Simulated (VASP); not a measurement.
# AlNi (P1) in VASP: single point with PBEsol

Aim: the single point of AlNi with PBEsol.

Everything below comes from runs of VASP 6.6.1. Logs are shortened: lines on timing, memory, paths and dates and some standing lists are left out, and cuts for length are marked.

### 1 The cell of the first run

The typed cell holds 8 atoms: a = 4.957 Å, b = 4.957 Å, c = 4.958 Å, α = 109.57°, β = 109.57°, γ = 109.27°.

### 2 Single point, PBEsol (atoms moved at random)

Input file INCAR:

```
PREC = Accurate
ENCUT = 520
EDIFF = 1E-6
ISMEAR = 0
SIGMA = 0.15
LREAL = False
LASPH = True
NELM = 60
ALGO = Fast
ISIF = 2
LWAVE = False
LCHARG = True
GGA = PS
LELF = True
LVHAR = True
NBANDS = 36
```

Input file KPOINTS:

```
Automatic mesh
0
Gamma
  8 8 8
```

Input file POSCAR:

```
AlNi
1.0
    4.0426561742      0.0000000000     -2.8694088109
   -4.0426561742      0.0000000000     -2.8694088109
    0.0000000000      4.0426995766      2.8694088109
Al Ni
4 4
Direct
    0.4973608948      0.5003265726      0.0140763439
    0.0100699342      0.5158704328      0.5130831651
    0.5275708415      0.0092864385      0.5045226316
   -0.0028327297      0.0062875918     -0.0102221568
    1.0018101691      1.0086784358      0.4999598383
    0.4832794734      0.9976550384     -0.0007881524
    0.9878736596      0.4751244460     -0.0181122483
    0.4948677570      0.4867710441      0.4974805786
```

Potentials or basis: VASP PAW PBE potentials, release 64 (Al, Ni).

Started as:

```console
$ cat potpaw_PBE.64/Al/POTCAR potpaw_PBE.64/Ni/POTCAR > POTCAR
$ mpirun -np 1 vasp_std > vasp.out
```

OUTCAR:

```text
PREC = Accurate
   ENCUT = 520
   EDIFF = 1E-6
   ISMEAR = 0
   LREAL = False
   LASPH = True
   NELM = 60
   ISIF = 2
   GGA = PS

 ion  position               nearest neighbor table
   1  0.497  0.500  0.014-   8 2.42   7 2.43   6 2.45   5 2.48   5 2.48   6 2.51   7 2.53   8 2.54
                             3 2.77   4 2.78   2 2.85   2 2.87   3 2.95   4 2.96
   2  0.010  0.516  0.513-   6 2.38   7 2.43   5 2.48   5 2.48   8 2.48   8 2.48   7 2.53   6 2.58
                             4 2.80   3 2.82   1 2.85   1 2.87   4 2.92   3 2.93
   3  0.528  0.009  0.505-   7 2.32   5 2.36   6 2.42   8 2.44   8 2.53   6 2.55   5 2.60   7 2.64
                             4 2.74   1 2.77   2 2.82   2 2.93   1 2.95   4 2.98
   4  0.997  0.006  0.990-   7 2.35   6 2.41   5 2.44   8 2.46   8 2.50   5 2.52   6 2.55   7 2.61
                             3 2.74   1 2.78   2 2.80   2 2.92   1 2.96   3 2.98
   5  0.002  0.009  0.500-   3 2.36   4 2.44   1 2.48   2 2.48   2 2.48   1 2.48   4 2.52   3 2.60
                             7 2.75   8 2.79   6 2.84   6 2.88   8 2.95   7 2.97
   6  0.483  0.998  0.999-   2 2.38   4 2.41   3 2.42   1 2.45   1 2.51   4 2.55   3 2.55   2 2.58
                             8 2.79   5 2.84   7 2.87   7 2.87   5 2.88   8 2.93
   7  0.988  0.475  0.982-   3 2.32   4 2.35   2 2.43   1 2.43   1 2.53   2 2.53   4 2.61   3 2.64
                             5 2.75   8 2.83   6 2.87   6 2.87   8 2.89   5 2.97
   8  0.495  0.487  0.497-   1 2.42   3 2.44   4 2.46   2 2.48   2 2.48   4 2.50   3 2.53   1 2.54
                             6 2.79   5 2.79   7 2.83   7 2.89   6 2.93   5 2.95

  LATTYP: Found a face centered orthorhombic cell.
 ALAT       =     5.7388176218
 B/A-ratio  =     1.4088812158
 C/A-ratio  =     1.4088963417

  Lattice vectors:

 A1 = (  -4.0426561742,   4.0426995766,   0.0000000000)
 A2 = (   0.0000000000,   4.0426995766,  -2.8694088109)
 A3 = (  -4.0426561742,   0.0000000000,  -2.8694088109)

Analysis of symmetry for initial positions (statically):
=====================================================================
 Subroutine PRICEL returns:
 Original cell was already a primitive cell.

 Routine SETGRP: Setting up the symmetry group for a
 face centered orthorhombic supercell.

 Subroutine GETGRP returns: Found  1 space group operations
 (whereof  1 operations were pure point group operations)
 out of a pool of  8 trial point group operations.

The static configuration has the point symmetry C_1 .

Analysis of symmetry for dynamics (positions and initial velocities):
=====================================================================
 Subroutine PRICEL returns:
 Original cell was already a primitive cell.

 Routine SETGRP: Setting up the symmetry group for a
 face centered orthorhombic supercell.

 Subroutine GETGRP returns: Found  1 space group operations
 (whereof  1 operations were pure point group operations)
 out of a pool of  8 trial point group operations.

The dynamic configuration has the point symmetry C_1 .

 Subroutine INISYM returns: Found  1 space group operations
 (whereof  1 operations are pure point group operations),
 and found     1 'primitive' translations

----------------------------------------------------------------------------------------

                                     Primitive cell

  volume of cell :      93.7909

  direct lattice vectors                    reciprocal lattice vectors
     4.042656174  0.000000000 -2.869408811     0.123681060  0.123679732 -0.174251922
    -4.042656174  0.000000000 -2.869408811    -0.123681060  0.123679732 -0.174251922
     0.000000000  4.042699577  2.869408811     0.000000000  0.247359464  0.000000000

  length of vectors
     4.957476764  4.957476764  4.957512157     0.246895551  0.246895551  0.247359464

  position of ions in fractional coordinates (direct lattice)
     0.497360895  0.500326573  0.014076344
     0.010069934  0.515870433  0.513083165
     0.527570842  0.009286438  0.504522632
     0.997167270  0.006287592  0.989777843
     0.001810169  0.008678436  0.499959838
     0.483279473  0.997655038  0.999211848
     0.987873660  0.475124446  0.981887752
     0.494867757  0.486771044  0.497480579

  ion indices of the primitive-cell ions
   primitive index   ion index
                 1           1
                 2           2
                 3           3
                 4           4
                 5           5
                 6           6
                 7           7
                 8           8

----------------------------------------------------------------------------------------

 KPOINTS: Automatic mesh

Automatic generation of k-mesh.
 Grid dimensions read from file:
 generate k-points for:    8    8    8

 Generating k-lattice:

  Cartesian coordinates                     Fractional coordinates (reciprocal lattice)
     0.015460132  0.015459966 -0.021781490     0.125000000 -0.000000000  0.000000000
    -0.015460132  0.015459966 -0.021781490    -0.000000000  0.125000000  0.000000000
     0.000000000  0.030919933  0.000000000     0.000000000  0.000000000  0.125000000

  Length of vectors
     0.030861944  0.030861944  0.030919933

  Shift w.r.t. Gamma in fractional coordinates (k-lattice)
     0.000000000  0.000000000  0.000000000

 Subroutine IBZKPT returns following result:
 ===========================================

 Found    260 irreducible k-points:

 Following reciprocal coordinates:
            Coordinates               Weight
  0.000000  0.000000  0.000000      1.000000
  0.125000 -0.000000  0.000000      2.000000
 -0.000000  0.125000 -0.125000      2.000000
  0.000000 -0.125000  0.000000      2.000000
 -0.125000  0.000000  0.125000      2.000000
  0.250000 -0.000000  0.000000      2.000000
[... 16 lines left out ...]
 -0.250000 -0.125000  0.375000      2.000000
  0.375000  0.125000  0.000000      2.000000
 [... further k-points ...]
   k-points           NKPTS =    260   k-points in BZ     NKDIM =    260   number of bands    NBANDS=     36
   number of dos      NEDOS =    301   number of ions     NIONS =      8
   total plane-waves  NPLWV =  64000
   dimension x,y,z NGX =    40 NGY =   40 NGZ =   40
   dimension x,y,z NGXF=    80 NGYF=   80 NGZF=   80
   ions per type =               4   4
   NGX,Y,Z   is equivalent  to a cutoff of  13.41, 13.41, 13.41 a.u.
   NGXF,Y,Z  is equivalent  to a cutoff of  26.83, 26.83, 26.83 a.u.
 SYSTEM =  unknown system
   PREC   = accura    normal or accurate (medium, high low for compatibility)
   ISTART =      0    job   : 0-new  1-cont  2-samecut
   ICHARG =      2    charge: 1-file 2-atom 10-const
   ISPIN  =      1    spin polarized calculation?
   LNONCOLLINEAR =      F non collinear calculations
   LSORBIT =      F    spin-orbit coupling
   LASPH  =      T    aspherical Exc in radial PAW
   ENCUT  =  520.0 eV  38.22 Ry    6.18 a.u.   9.22  9.22  9.22*2*pi/ulx,y,z
   NELM   =     60;   NELMIN=  2; NELMDL= -5     # of ELM steps
   EDIFF  = 0.1E-05   stopping-criterion for ELM
   LREAL  =      F    real-space projection
   EDIFFG = 0.1E-04   stopping-criterion for IOM
   NSW    =      0    number of steps for IOM
   IBRION =     -1    ionic relax: 0-MD 1-quasi-New 2-CG
   NFREE  =      0    steps in history (QN), initial steepest desc. (CG)
   ISIF   =      2    stress and relaxation
   ISYM   =      2    0-nonsym 1-usesym 2-fastsym
   POTIM  = 0.5000    time-step for ionic-motion
   TEBEG  =    0.0;   TEEND  =   0.0 temperature during run
   PSTRESS=    0.0 pullay stress
   NELECT =      52.0000    total number of electrons
   NUPDOWN=      -1.0000    fix difference up-down
   EMIN   =  10.00;   EMAX   =-10.00  energy-range for DOS
   EFERMI =   0.00;   METHOD = LEGACY
   ISMEAR =     0;   SIGMA  =   0.15  broadening in eV -4-tet -1-fermi 0-gaus
   EFERMI_NEDOS =   21; number of points for ismear=-14 and -15
   IALGO  =     68    algorithm
   IMIX   =      4    mixing-type and parameters
     AMIX     =   0.40;   BMIX     =  1.00
     AMIX_MAG =   1.60;   BMIX_MAG =  1.00
  volume/ion in A,a.u.               =      11.72        79.12
  Fermi-wavevector in a.u.,A,eV,Ry     =   1.344897  2.541487 24.609512  1.808748
  Thomas-Fermi vector in A             =   2.472854
   LORBIT       =      0    0 simple, 1 ext, 2 COOP (PROOUT), +10 PAW based schemes
   GGA     = PS    functional components
   LHFCALC =     F    Hartree Fock is set to
   AEXX    =    0.0000 exact exchange contribution
   IVDW    =     0    specifies the selected vdW correction
   LEPSILON=     F    determine dielectric tensor
   LRPA    =     F    only Hartree local field effects (RPA)
 non-spin polarized calculation
 RMM-DIIS sequential band-by-band and
 Gauss-broadening in eV      SIGMA  =   0.15
  energy-cutoff  :      520.00
  volume of cell :       93.79
 maximum number of plane-waves:      2550
 NGX is ok and might be reduce to    40
   NGX = 19   NGY = 19   NGZ = 19

 number of electron      52.0000005 magnetization

 Free energy of the ion-electron system (eV)
  ---------------------------------------------------
  ext. energy  EPLUGINS =         0.00000000
  ---------------------------------------------------
  free energy    TOTEN  =       -46.08631345 eV

  energy without entropy =      -46.04575861  energy(sigma->0) =      -46.06603603

 E-fermi :  10.1436     XC(G=0): -12.2556

 val. band max:       10.1367188919   @ k =  -0.2500   0.5000   0.0000
 cond. band min:      10.1436357763   @ k =  -0.0000   0.2500   0.3750
 fundamental gap:      0.0069168843
 Fermi energy:        10.1436095150

 k-point     1 :       0.0000    0.0000    0.0000
  band No.  band energies     occupation
      1      -1.1261      2.00000
      2       4.7354      2.00000
      3       4.7421      2.00000
      4       4.7489      2.00000
      5       6.5686      2.00000
      6       6.6168      2.00000
[... 28 lines left out ...]
     35      15.8009      0.00000
     36      15.8309      0.00000
[... 866 lines left out ...]
      6       5.9690      2.00000
[... 28 lines left out ...]
     35      16.4532      0.00000
     36      16.8473      0.00000

 [... further k-points ...]

------------------------ aborting loop because EDIFF is reached ----------------------------------------

  FORCE on cell =-STRESS in cart. coord.  units (eV):
  Direction    XX          YY          ZZ          XY          YZ          ZX
  --------------------------------------------------------------------------------------
  -------------------------------------------------------------------------------------
  Total        1.0629950      1.1483260      0.6733547      0.0270463     -0.3802100      0.0659114
  in kB       18.1585469     19.6162089     11.5025404      0.4620160     -6.4949134      1.1259266
  external PRESSURE =      16.4257654 kB  Pullay stress =       0.0000000 kB

 VOLUME and BASIS-vectors are now :
 -----------------------------------------------------------------------------
  energy-cutoff  :      520.00
  volume of cell :       93.79
      direct lattice vectors                 reciprocal lattice vectors
     4.042656174  0.000000000 -2.869408811     0.123681060  0.123679732 -0.174251922
    -4.042656174  0.000000000 -2.869408811    -0.123681060  0.123679732 -0.174251922
     0.000000000  4.042699577  2.869408811     0.000000000  0.247359464  0.000000000

 POSITION                                       TOTAL-FORCE (eV/Angst)
 -----------------------------------------------------------------------------------
     -0.01199      0.05691     -2.82238         0.175728     -0.404973     -0.584783
     -2.04478      2.07424     -0.03689         0.123065     -0.658179      0.039929
      2.09525      2.03963     -0.09278        -0.676034     -0.466054      1.233807
      4.00579      4.00137     -0.03924         0.362966      0.381772      0.896654
     -0.02777      2.02119      1.40449         0.504120     -0.148747     -0.344451
     -2.07944      4.03951     -1.38226         0.499436      0.107957     -0.586845
      2.07287      3.96948     -1.38050        -0.775960      0.919333     -0.602432
      0.03273      2.01116     -1.38925        -0.213321      0.268891     -0.051879
 -----------------------------------------------------------------------------------
    total drift:                                0.000034     -0.000064     -0.000150

  FREE ENERGIE OF THE ION-ELECTRON SYSTEM (eV)
  ---------------------------------------------------
  free  energy   TOTEN  =       -46.0863134500 eV

  energy  without entropy=      -46.0457586119  energy(sigma->0) =      -46.06603603
```

It took 8.4 min on 1 thread of Intel Xeon 6975P-C (Granite Rapids), shared host; peak memory 0.74 GiB.

Results:

| Quantity | Value |
| --- | --- |
| Free energy | -46.0863 eV |
| Pressure | 1.6 GPa |
| Largest force | 1.482 eV/Å |
| Band gap on the k mesh | zero (bands 26 and 27 overlap by 3.22 eV) |

Forces in eV/Å, atoms in the order of the input:
```
Al   0.176 -0.405 -0.585
Al   0.123 -0.658  0.040
Al  -0.676 -0.466  1.234
Al   0.363  0.382  0.897
Ni   0.504 -0.149 -0.344
Ni   0.499  0.108 -0.587
Ni  -0.776  0.919 -0.602
Ni  -0.213  0.269 -0.052
```

Stress tensor (GPa, compression positive):
```
 1.82  0.05  0.11
 0.05  1.96 -0.65
 0.11 -0.65  1.15
```

Levels at points of the mesh, in eV from the Fermi level:
| k point | band 24 | band 25 | band 26 | band 27 | band 28 | band 29 |
| --- | --- | --- | --- | --- | --- | --- |
| (0.00, 0.00, 0.00) | -1.56 | -1.05 | -1.04 | -1.03 | 1.46 | 1.50 |
| (0.50, 0.00, 0.00) | -1.20 | -0.59 | -0.54 | 1.04 | 1.08 | 2.63 |
| (0.00, 0.50, 0.50) | -1.23 | -0.58 | -0.55 | 1.05 | 1.08 | 2.60 |
| (0.00, 0.50, 0.00) | -1.22 | -0.60 | -0.54 | 0.91 | 1.24 | 2.56 |
| (0.50, 0.00, 0.50) | -1.20 | -0.58 | -0.57 | 0.89 | 1.17 | 2.67 |
| (0.50, 0.50, 0.00) | -1.26 | -0.61 | -0.59 | 1.06 | 1.12 | 2.67 |
| (0.00, 0.00, 0.50) | -1.23 | -0.62 | -0.59 | 1.00 | 1.17 | 2.71 |
| (0.50, 0.50, 0.50) | -0.69 | -0.66 | -0.64 | 1.97 | 1.98 | 1.99 |

Caveat: the cell differs from its parent crystal (atoms moved at random); the PAW data sets were made with another functional, which shifts forces and pressure a little.
